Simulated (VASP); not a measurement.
# Ga3Se (Pm-3m) in VASP: further runs

Ga3Se is run at these levels: PBEsol; tasks: single point.

Program: VASP 6.6.1. These are calculated values, not measurements. Logs are shortened: lines on timing, memory, paths and dates and some standing lists are left out, and cuts for length are marked.

### Step 1. The cell of the first run

The structure is cubic, space group Pm-3m (No. 221). The conventional cell has a = 4.432 Å, b = 4.432 Å, c = 4.432 Å, α = 90.00°, β = 90.00°, γ = 90.00°. Within 4.1 Å of Ga (site symmetry 4/mmm) lie 8 Ga at 3.13 Å and 4 Se at 3.13 Å. Within 4.1 Å of Se (site symmetry m-3m) lie 12 Ga at 3.13 Å.

### Step 2. Single point, PBEsol

File INCAR:

```
SYSTEM = Ga3Se
ALGO = Normal
EDIFF = 1E-6
ENCUT = 520
GGA = PS
ISIF = 2
ISMEAR = 0
LASPH = .TRUE.
LCHARG = .FALSE.
LREAL = .FALSE.
LWAVE = .FALSE.
NBANDS = 30
NELM = 80
PREC = Accurate
SIGMA = 0.1
```

File KPOINTS:

```
k-points
0
G
  8 8 8
  0 0 0
```

File POSCAR:

```
Ga3Se
1.0
    4.4324650000      0.0000000000      0.0000000000
    0.0000000000      4.4324650000      0.0000000000
    0.0000000000      0.0000000000      4.4324650000
Ga Se
3 1
Direct
    0.0000000000      0.5000000000      0.5000000000
    0.5000000000      0.0000000000      0.5000000000
    0.5000000000      0.5000000000      0.0000000000
    0.0000000000      0.0000000000      0.0000000000
```

Potentials or basis: VASP PAW PBE potentials, release 64 (Ga_d, Se).

Run with:

```console
$ cat potpaw_PBE.64/Ga_d/POTCAR potpaw_PBE.64/Se/POTCAR > POTCAR
$ mpirun -np 1 vasp_std > vasp.out
```

OUTCAR:

```text
SYSTEM = Ga3Se
   EDIFF = 1E-6
   ENCUT = 520
   GGA = PS
   ISIF = 2
   ISMEAR = 0
   LASPH = .TRUE.
   LREAL = .FALSE.
   NELM = 80
   PREC = Accurate

 ion  position               nearest neighbor table
   1  0.000  0.500  0.500-
   2  0.500  0.000  0.500-
   3  0.500  0.500  0.000-
   4  0.000  0.000  0.000-

  LATTYP: Found a simple cubic cell.
 ALAT       =     4.4324650000

  Lattice vectors:

 A1 = (   4.4324650000,   0.0000000000,   0.0000000000)
 A2 = (   0.0000000000,   4.4324650000,   0.0000000000)
 A3 = (   0.0000000000,   0.0000000000,   4.4324650000)

Analysis of symmetry for initial positions (statically):
=====================================================================
 Subroutine PRICEL returns:
 Original cell was already a primitive cell.

 Routine SETGRP: Setting up the symmetry group for a
 simple cubic supercell.

 Subroutine GETGRP returns: Found 48 space group operations
 (whereof 48 operations were pure point group operations)
 out of a pool of 48 trial point group operations.

The static configuration has the point symmetry O_h .

Analysis of symmetry for dynamics (positions and initial velocities):
=====================================================================
 Subroutine PRICEL returns:
 Original cell was already a primitive cell.

 Routine SETGRP: Setting up the symmetry group for a
 simple cubic supercell.

 Subroutine GETGRP returns: Found 48 space group operations
 (whereof 48 operations were pure point group operations)
 out of a pool of 48 trial point group operations.

The dynamic configuration has the point symmetry O_h .

 Subroutine INISYM returns: Found 48 space group operations
 (whereof 48 operations are pure point group operations),
 and found     1 'primitive' translations

----------------------------------------------------------------------------------------

                                     Primitive cell

  volume of cell :      87.0835

  direct lattice vectors                    reciprocal lattice vectors
     4.432465000  0.000000000  0.000000000     0.225608098  0.000000000  0.000000000
     0.000000000  4.432465000  0.000000000     0.000000000  0.225608098  0.000000000
     0.000000000  0.000000000  4.432465000     0.000000000  0.000000000  0.225608098

  length of vectors
     4.432465000  4.432465000  4.432465000     0.225608098  0.225608098  0.225608098

  position of ions in fractional coordinates (direct lattice)
     0.000000000  0.500000000  0.500000000
     0.500000000  0.000000000  0.500000000
     0.500000000  0.500000000  0.000000000
     0.000000000  0.000000000  0.000000000

  ion indices of the primitive-cell ions
   primitive index   ion index
                 1           1
                 2           2
                 3           3
                 4           4

----------------------------------------------------------------------------------------

 KPOINTS: k-points

Automatic generation of k-mesh.
 Grid dimensions read from file:
 generate k-points for:    8    8    8

 Generating k-lattice:

  Cartesian coordinates                     Fractional coordinates (reciprocal lattice)
     0.028201012  0.000000000  0.000000000     0.125000000  0.000000000  0.000000000
     0.000000000  0.028201012  0.000000000     0.000000000  0.125000000  0.000000000
     0.000000000  0.000000000  0.028201012     0.000000000  0.000000000  0.125000000

  Length of vectors
     0.028201012  0.028201012  0.028201012

  Shift w.r.t. Gamma in fractional coordinates (k-lattice)
     0.000000000  0.000000000  0.000000000

 Subroutine IBZKPT returns following result:
 ===========================================

 Found     35 irreducible k-points:

 Following reciprocal coordinates:
            Coordinates               Weight
  0.000000  0.000000  0.000000      1.000000
  0.125000  0.000000  0.000000      6.000000
  0.250000  0.000000  0.000000      6.000000
  0.375000  0.000000  0.000000      6.000000
  0.500000  0.000000  0.000000      3.000000
  0.125000  0.125000  0.000000     12.000000
[... 16 lines left out ...]
  0.375000  0.375000  0.125000     24.000000
  0.500000  0.375000  0.125000     24.000000
 [... further k-points ...]
   k-points           NKPTS =     35   k-points in BZ     NKDIM =     35   number of bands    NBANDS=     30
   number of dos      NEDOS =    301   number of ions     NIONS =      4
   total plane-waves  NPLWV =  46656
   dimension x,y,z NGX =    36 NGY =   36 NGZ =   36
   dimension x,y,z NGXF=    72 NGYF=   72 NGZF=   72
   ions per type =               3   1
   NGX,Y,Z   is equivalent  to a cutoff of  13.50, 13.50, 13.50 a.u.
   NGXF,Y,Z  is equivalent  to a cutoff of  27.00, 27.00, 27.00 a.u.
 SYSTEM =  Ga3Se
   PREC   = accura    normal or accurate (medium, high low for compatibility)
   ISTART =      0    job   : 0-new  1-cont  2-samecut
   ICHARG =      2    charge: 1-file 2-atom 10-const
   ISPIN  =      1    spin polarized calculation?
   LNONCOLLINEAR =      F non collinear calculations
   LSORBIT =      F    spin-orbit coupling
   LASPH  =      T    aspherical Exc in radial PAW
   ENCUT  =  520.0 eV  38.22 Ry    6.18 a.u.   8.24  8.24  8.24*2*pi/ulx,y,z
   NELM   =     80;   NELMIN=  2; NELMDL= -5     # of ELM steps
   EDIFF  = 0.1E-05   stopping-criterion for ELM
   LREAL  =      F    real-space projection
   EDIFFG = 0.1E-04   stopping-criterion for IOM
   NSW    =      0    number of steps for IOM
   IBRION =     -1    ionic relax: 0-MD 1-quasi-New 2-CG
   NFREE  =      0    steps in history (QN), initial steepest desc. (CG)
   ISIF   =      2    stress and relaxation
   ISYM   =      2    0-nonsym 1-usesym 2-fastsym
   POTIM  = 0.5000    time-step for ionic-motion
   TEBEG  =    0.0;   TEEND  =   0.0 temperature during run
   PSTRESS=    0.0 pullay stress
   NELECT =      45.0000    total number of electrons
   NUPDOWN=      -1.0000    fix difference up-down
   EMIN   =  10.00;   EMAX   =-10.00  energy-range for DOS
   EFERMI =   0.00;   METHOD = LEGACY
   ISMEAR =     0;   SIGMA  =   0.10  broadening in eV -4-tet -1-fermi 0-gaus
   EFERMI_NEDOS =   21; number of points for ismear=-14 and -15
   IALGO  =     38    algorithm
   IMIX   =      4    mixing-type and parameters
     AMIX     =   0.40;   BMIX     =  1.00
     AMIX_MAG =   1.60;   BMIX_MAG =  1.00
  volume/ion in A,a.u.               =      21.77       146.92
  Fermi-wavevector in a.u.,A,eV,Ry     =   1.313713  2.482557 23.481488  1.725841
  Thomas-Fermi vector in A             =   2.444016
   LORBIT       =      0    0 simple, 1 ext, 2 COOP (PROOUT), +10 PAW based schemes
   GGA     = PS    functional components
   LHFCALC =     F    Hartree Fock is set to
   AEXX    =    0.0000 exact exchange contribution
   IVDW    =     0    specifies the selected vdW correction
   LEPSILON=     F    determine dielectric tensor
   LRPA    =     F    only Hartree local field effects (RPA)
 non-spin polarized calculation
 Gauss-broadening in eV      SIGMA  =   0.10
  energy-cutoff  :      520.00
  volume of cell :       87.08
 maximum number of plane-waves:      2360
 NGX is ok and might be reduce to    36
   NGX = 17   NGY = 17   NGZ = 17

 number of electron      44.9999944 magnetization

 Free energy of the ion-electron system (eV)
  ---------------------------------------------------
  ext. energy  EPLUGINS =         0.00000000
  ---------------------------------------------------
  free energy    TOTEN  =       -13.94276710 eV

  energy without entropy =      -13.93603216  energy(sigma->0) =      -13.93939963

 E-fermi :   4.4604     XC(G=0): -10.4078

 val. band max:        4.4001120295   @ k =   0.3750   0.2500   0.1250
 cond. band min:       4.4820866310   @ k =   0.5000   0.2500   0.2500
 fundamental gap:      0.0819746015
 Fermi energy:         4.4603809393

 k-point     1 :       0.0000    0.0000    0.0000
  band No.  band energies     occupation
      1     -10.4883      2.00000
      2     -10.4656      2.00000
      3     -10.4656      2.00000
      4     -10.4656      2.00000
      5     -10.4145      2.00000
      6     -10.4145      2.00000
[... 22 lines left out ...]
     29      10.4542      0.00000
     30      11.5342      0.00000

 k-point     2 :       0.1250    0.0000    0.0000
  band No.  band energies     occupation
      1     -10.4785      2.00000
      2     -10.4638      2.00000
      3     -10.4579      2.00000
      4     -10.4579      2.00000
      5     -10.4133      2.00000
      6     -10.4089      2.00000
[... 22 lines left out ...]
     29      10.9443      0.00000
     30      11.7415      0.00000

 k-point     3 :       0.2500    0.0000    0.0000
  band No.  band energies     occupation
      1     -10.4592      2.00000
      2     -10.4520      2.00000
      3     -10.4359      2.00000
      4     -10.4359      2.00000
      5     -10.4101      2.00000
      6     -10.3936      2.00000
[... 22 lines left out ...]
     29      11.6061      0.00000
     30      11.8189      0.00000

 k-point     4 :       0.3750    0.0000    0.0000
  band No.  band energies     occupation
      1     -10.4542      2.00000
      2     -10.4212      2.00000
      3     -10.4041      2.00000
      4     -10.4041      2.00000
      5     -10.4022      2.00000
      6     -10.3738      2.00000
[... 22 lines left out ...]
     29      10.3590      0.00000
     30      11.1148      0.00000

 k-point     5 :       0.5000    0.0000    0.0000
  band No.  band energies     occupation
      1     -10.4520      2.00000
      2     -10.4129      2.00000
      3     -10.3846      2.00000
      4     -10.3814      2.00000
      5     -10.3814      2.00000
      6     -10.3622      2.00000
[... 22 lines left out ...]
     29       9.0272      0.00000
     30      10.6964      0.00000
[... 526 lines left out ...]
     29       9.3984      0.00000
     30      10.5969      0.00000

 k-point    22 :       0.5000    0.2500    0.1250
  band No.  band energies     occupation
      1     -10.4257      2.00000
      2     -10.4254      2.00000
      3     -10.4069      2.00000
      4     -10.3934      2.00000
      5     -10.3662      2.00000
      6     -10.3615      2.00000
[... 22 lines left out ...]
     29       9.7587      0.00000
     30      10.9021      0.00000

 k-point    23 :       0.3750    0.3750    0.1250
  band No.  band energies     occupation
      1     -10.4392      2.00000
      2     -10.4116      2.00000
      3     -10.4060      2.00000
      4     -10.3998      2.00000
      5     -10.3833      2.00000
      6     -10.3602      2.00000
[... 22 lines left out ...]
     29       9.7626      0.00000
     30      10.3879      0.00000

 k-point    24 :       0.5000    0.3750    0.1250
  band No.  band energies     occupation
      1     -10.4405      2.00000
      2     -10.4081      2.00000
      3     -10.4045      2.00000
      4     -10.4033      2.00000
      5     -10.3690      2.00000
      6     -10.3638      2.00000
[... 22 lines left out ...]
     29       9.7518      0.00000
     30      11.7899      0.00000

 [... further k-points ...]

------------------------ aborting loop because EDIFF is reached ----------------------------------------

  FORCE on cell =-STRESS in cart. coord.  units (eV):
  Direction    XX          YY          ZZ          XY          YZ          ZX
  --------------------------------------------------------------------------------------
  -------------------------------------------------------------------------------------
  Total       -1.9323830     -1.9323830     -1.9323830      0.0000000      0.0000000     -0.0000000
  in kB      -35.5523112    -35.5523112    -35.5523112      0.0000000      0.0000000     -0.0000000
  external PRESSURE =     -35.5523112 kB  Pullay stress =       0.0000000 kB

 VOLUME and BASIS-vectors are now :
 -----------------------------------------------------------------------------
  energy-cutoff  :      520.00
  volume of cell :       87.08
      direct lattice vectors                 reciprocal lattice vectors
     4.432465000  0.000000000  0.000000000     0.225608098  0.000000000  0.000000000
     0.000000000  4.432465000  0.000000000     0.000000000  0.225608098  0.000000000
     0.000000000  0.000000000  4.432465000     0.000000000  0.000000000  0.225608098

 POSITION                                       TOTAL-FORCE (eV/Angst)
 -----------------------------------------------------------------------------------
      0.00000      2.21623      2.21623         0.000000      0.000000      0.000000
      2.21623      0.00000      2.21623         0.000000      0.000000      0.000000
      2.21623      2.21623      0.00000         0.000000      0.000000      0.000000
      0.00000      0.00000      0.00000         0.000000      0.000000      0.000000
 -----------------------------------------------------------------------------------
    total drift:                                0.000000      0.000000      0.000000

  FREE ENERGIE OF THE ION-ELECTRON SYSTEM (eV)
  ---------------------------------------------------
  free  energy   TOTEN  =       -13.9427671027 eV

  energy  without entropy=      -13.9360321648  energy(sigma->0) =      -13.93939963
```

Run time: 2.1 min. Hardware: 1 thread of Intel Xeon 8259CL, shared host; peak memory 0.25 GiB.

Results:

| Quantity | Value |
| --- | --- |
| Free energy | -13.9428 eV |
| Pressure | -3.6 GPa |
| Band gap on the k mesh | zero (an odd number of electrons rules out a gap without spin polarisation) |

Levels at points of the mesh, in eV from the Fermi level:
| k point | band 19 | band 20 | band 21 | band 22 | band 23 | band 24 | band 25 | band 26 |
| --- | --- | --- | --- | --- | --- | --- | --- | --- |
| (0.00, 0.00, 0.00) | -3.71 | -3.71 | -2.82 | -2.82 | 1.63 | 1.63 | 1.63 | 4.41 |
| (0.50, 0.00, 0.00) | -2.77 | -2.77 | -2.14 | -1.02 | -0.25 | -0.25 | 1.16 | 4.01 |
| (0.50, 0.50, 0.00) | -6.37 | -2.13 | -0.79 | -0.68 | -0.68 | 1.38 | 1.67 | 1.67 |
| (0.50, 0.50, 0.50) | -5.05 | -4.86 | -4.86 | -4.86 | -3.46 | 3.98 | 3.98 | 3.98 |

Caveat: the cell stands under tension; the PAW data sets were made with another functional, which shifts forces and pressure a little.

### Step 3. Single point, PBEsol

File INCAR:

```
SYSTEM = Ga3Se
PREC = Accurate
ENCUT = 520
EDIFF = 1E-6
ISMEAR = 0
SIGMA = 0.1
LREAL = .False.
LASPH = .True.
NELM = 60
ALGO = Normal
ISIF = 2
LWAVE = .False.
LCHARG = .True.
GGA = PS
LELF = .True.
LVHAR = .True.
NBANDS = 30
```

File KPOINTS:

```
regular mesh
0
Gamma
  10 10 10
  0 0 0
```

POSCAR is that of step 2.

Potentials or basis: VASP PAW PBE potentials, release 64 (Ga_d, Se).

Run with:

```console
$ cat potpaw_PBE.64/Ga_d/POTCAR potpaw_PBE.64/Se/POTCAR > POTCAR
$ mpirun -np 1 vasp_std > vasp.out
```

It took 3.1 min on 1 thread of Intel Xeon 8259CL, shared host; peak memory 0.28 GiB.

It converged, with:

* Free energy: -13.9425 eV
* Pressure: -3.6 GPa
* Band gap on the k mesh: zero (an odd number of electrons rules out a gap without spin polarisation)

Levels at points of the mesh, in eV from the Fermi level:
```tsv
k point	band 19	band 20	band 21	band 22	band 23	band 24	band 25	band 26
(0.00, 0.00, 0.00)	-3.71	-3.71	-2.82	-2.82	1.63	1.63	1.63	4.41
(0.50, 0.00, 0.00)	-2.77	-2.77	-2.14	-1.02	-0.25	-0.25	1.16	4.00
(0.50, 0.50, 0.00)	-6.37	-2.14	-0.80	-0.69	-0.69	1.38	1.66	1.66
(0.50, 0.50, 0.50)	-5.05	-4.86	-4.86	-4.86	-3.47	3.98	3.98	3.98
```

Caveat: the cell stands under tension; the PAW data sets were made with another functional, which shifts forces and pressure a little.
